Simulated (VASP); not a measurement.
A run of VASP 6.6.1 is set up as follows.

INCAR

```
ALGO = Normal ; EDIFF = 1E-6
ENCUT = 520 ; GGA = PS
ISIF = 2 ; ISMEAR = 0
LASPH = T ; LCHARG = T
LELF = T ; LREAL = F
LVHAR = T ; LWAVE = F
NBANDS = 14 ; NELM = 60
PREC = Accurate ; SIGMA = 0.15
```

The input KPOINTS:

```
k-points
0
Gamma
  20 20 20
```

The input POSCAR:

```
ZrB
1.0
    0.0000000000      2.6840164403      1.7446106862
    2.6840164403      0.0000000000      1.7446106862
    2.6840164403      2.6840164403      0.0000000000
Zr B
1 1
Direct
    0.0000000000      0.0000000000      0.0000000000
    0.5000000000      0.5000000000      0.5000000000
```

Potentials or basis: VASP PAW PBE potentials, release 64 (Zr_sv, B).

Command:

```sh
$ cat potpaw_PBE.64/Zr_sv/POTCAR potpaw_PBE.64/B/POTCAR > POTCAR
$ mpirun -np 1 vasp_std > vasp.out
```

Predict the pressure.

71.8 GPa.

What does it give for the band gap on the k mesh?

Zero (an odd number of electrons rules out a gap without spin polarisation).

Stress tensor (GPa, compression positive):
```
 -8.06   0.00   0.00
  0.00  -8.06   0.00
  0.00   0.00 231.42
```

Caveat: the stress differs along the axes, from -8 to 231 GPa; the PAW data sets were made with another functional, which shifts forces and pressure a little.
